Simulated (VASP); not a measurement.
Runs of VASP 6.6.1 on SrO. The structure is that of space group P6_3/mmc (No. 194), or close to it. The cells are those of the table. 

```tsv
level	cell	gap on the mesh (eV)	pressure (GPa)
PBE	a = 4.290, b = 4.290, c = 5.185 Å, angles 90.0, 90.0, 120.0°, 4 atoms	2.59	0.4
PBE	a = 4.333, b = 4.333, c = 5.236 Å, angles 90.0, 90.0, 120.0°, 4 atoms	2.50	-1.5
PBE	a = 4.203, b = 4.203, c = 5.079 Å, angles 90.0, 90.0, 120.0°, 4 atoms	2.79	5.5
PBE	a = 4.374, b = 4.374, c = 5.286 Å, angles 90.0, 90.0, 120.0°, 4 atoms	(b)	-3.2
r2SCAN	a = 4.354, b = 4.354, c = 5.245 Å, angles 90.0, 90.0, 120.0°, 4 atoms	2.84	-3.5
r2SCAN	a = 4.312, b = 4.312, c = 5.195 Å, angles 90.0, 90.0, 120.0°, 4 atoms	2.93	-1.7
PBE	a = 4.247, b = 4.247, c = 5.132 Å, angles 90.0, 90.0, 120.0°, 4 atoms	2.69	(a)
r2SCAN	a = 4.183, b = 4.183, c = 5.039 Å, angles 90.0, 90.0, 120.0°, 4 atoms	3.21	6.0
```

Alike in all rows: task single point; potentials or basis VASP PAW PBE potentials, release 64 (Sr_sv, O); no spin polarisation; k mesh 6 × 6 × 4; cutoff (eV) 520; smearing gaussian 0.01 eV.

Problem. Fill in the values left out.

Solution. (a) 2.8; (b) 2.41.

Caveats: the PAW data sets were made with another functional, which shifts forces and pressure a little (some runs).

A k mesh can miss the band edges, and the runs leave out spin-orbit coupling on Sr.
